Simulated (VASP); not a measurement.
Set up this calculation in VASP 6.6.1, as the native input.

```
Task                   : single point
Functional             : LDA
Potentials or basis    : VASP PAW LDA potentials, release 64 (Sn_d)
Cutoff                 : 520 eV
k mesh                 : 10 × 10 × 10
Occupations            : fermi-dirac, width 0.05 eV
Spin                   : no spin polarisation
Dipole correction      : no
Further INCAR settings : ALGO = Fast; EDIFF = 1e-06; NBANDS = 13
```

The structure of Sn lies in POSCAR:

```
Sn
1.0
   -2.0291894110      2.0291894110      1.6607599896
    2.0291894110     -2.0291894110      1.6607599896
    2.0291894110      2.0291894110     -1.6607599896
Sn
1
Direct
    0.0000000000      0.0000000000      0.0000000000
```

These files were run (other wordings do the same):

INCAR

```
SYSTEM = Sn
  PREC = Accurate
  ENCUT = 520
  EDIFF = 1E-6
  ISMEAR = -1
  SIGMA = 0.05
  LREAL = .FALSE.
  LASPH = .TRUE.
  NELM = 80
  ALGO = Fast
  ISIF = 2
  LWAVE = .FALSE.
  LCHARG = .FALSE.
  GGA = CA
  NBANDS = 13
```

KPOINTS

```
Automatic mesh
0
G
  10 10 10
  0 0 0
```

Potentials or basis: VASP PAW LDA potentials, release 64 (Sn_d).

Command:

```console
$ cat potpaw_LDA.64/Sn_d/POTCAR > POTCAR
$ mpirun -np 1 vasp_std > vasp.out
```

It gave:

```yaml
Pressure: -3.2 GPa
Band_gap_on_the_k_mesh: zero (band 7 reaches 14.38 eV, above the bottom of band 8 at 5.71 eV)
```

Caveat: spin-orbit coupling is left out, which moves the levels of the heavy elements.

It took 29 s on 1 thread of Intel(R) Xeon(R) Platinum 8488C (Sapphire Rapids) (shared host), peak memory 0.16 GiB.
